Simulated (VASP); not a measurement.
Here is a VASP 6.6.1 calculation.

File INCAR:

```
SYSTEM = Cr2Cd
PREC = Accurate ; ENCUT = 520
EDIFF = 1E-6 ; ISMEAR = 0
SIGMA = 0.1 ; LREAL = .FALSE.
LASPH = .TRUE. ; NELM = 150
ALGO = Normal ; ISIF = 2
LWAVE = .FALSE. ; LCHARG = .FALSE.
ISPIN = 2 ; MAGMOM = 1.33 1.33 0
LORBIT = 11 ; LMAXMIX = 4
GGA = PE ; NBANDS = 29
```

File KPOINTS:

```
regular mesh
0
G
  6 6 6
  0 0 0
```

File POSCAR:

```
Cr2Cd
1.0
    0.0000000000      2.9748831190      2.9748831190
    2.9748831190      0.0000000000      2.9748831190
    2.9748831190      2.9748831190      0.0000000000
Cr Cd
2 1
Direct
    0.2500000000      0.2500000000      0.2500000000
    0.7500000000      0.7500000000      0.7500000000
    0.0000000000      0.0000000000      0.0000000000
```

Potentials or basis: VASP PAW PBE potentials, release 64 (Cr_pv, Cd).

Command:

```sh
$ cat potpaw_PBE.64/Cr_pv/POTCAR potpaw_PBE.64/Cd/POTCAR > POTCAR
$ mpirun -np 1 vasp_std > vasp.out
```

Question: Estimate the pressure.

Answer: 0.7 GPa.

Question: Estimate the net moment.

Answer: -0.01 μB per cell.

Question: Predict the band gap on the k mesh.

Answer: Zero (filled and empty bands overlap).
